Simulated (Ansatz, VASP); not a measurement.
## One calculation of P, two programs

INCAR

```
PREC     = Accurate       # precision mode
ENCUT    = 520            # plane-wave cutoff, eV
EDIFF    = 1E-6           # SCF threshold, eV
ISMEAR   = 0              # smearing method
SIGMA    = 0.05           # smearing width, eV
LREAL    = F              # projectors in reciprocal space
LASPH    = T              # aspherical terms in the spheres
NELM     = 60             # most SCF steps
ALGO     = Normal         # electronic algorithm
ISIF     = 2              # what is computed and relaxed
LWAVE    = F              # write WAVECAR
LCHARG   = F              # write CHGCAR
GGA      = PS             # functional
NBANDS   = 18             # bands
```

File KPOINTS:

```
Automatic mesh
0
Gamma
  8 1 6
```

The input POSCAR:

```
P
1.0
    3.4479141060      0.0000000000      0.0000000000
    0.0000000000     36.5998825395      0.0000000000
    0.0000000000      0.0000000000      4.8636889455
P
4
Direct
    0.0000000000      0.9702614300      0.5921507200
    0.0000000000      0.0297385700      0.4078492800
    0.5000000000      0.0297385700      0.0921507200
    0.5000000000      0.9702614300      0.9078492800
```

Input for Ansatz:

```yaml
crystal:
  lattice:
    - [3.447914106, 0.0, 0.0]
    - [0.0, 36.5998825395, 0.0]
    - [0.0, 0.0, 4.8636889455]
  atoms:
    - { symbol: P, position: [0.0, 0.97026143, 0.59215072] }
    - { symbol: P, position: [0.0, 0.02973857, 0.40784928] }
    - { symbol: P, position: [0.5, 0.02973857, 0.09215072] }
    - { symbol: P, position: [0.5, 0.97026143, 0.90784928] }
basis:
  ecutwfc: 420
kpoints:
  mp_grid: { grid: [8, 1, 6] }
hamiltonian:
  xc: pbesol
scf:
  occupations: { method: gaussian, width: 0.05 }
output:
  forces: true
  stress: true
  eigenvalues: true
```

Change from the starting cell: strain +0.050 along x and y, +0.050 along z, atoms carried along.

Alike in both runs: task single point; functional PBEsol; k mesh 8 × 1 × 6; occupations gaussian, width 0.05 eV; no spin polarisation.

|  | VASP | Ansatz |
| --- | --- | --- |
| version | VASP 6.6.1 | Ansatz 0.2.0 |
| potentials or method | VASP PAW PBE potentials, release 64 (P), cutoff 520 eV | scalar-relativistic, plane waves, PAW |
| valence electrons in the cell | 20 | 20 |

```csv
,VASP,Ansatz,Ansatz less VASP
gap on the k mesh at the Fermi level (eV),1.00,0.98,-0.016
least direct gap on the mesh (eV),1.00,0.98,-0.016
rms of the force components (eV/Å),0.505,0.496,-0.0091
```

VASP's potentials were made for PBE, not for PBEsol. Atom by atom the forces differ by 0.009 eV/Å (rms over components).
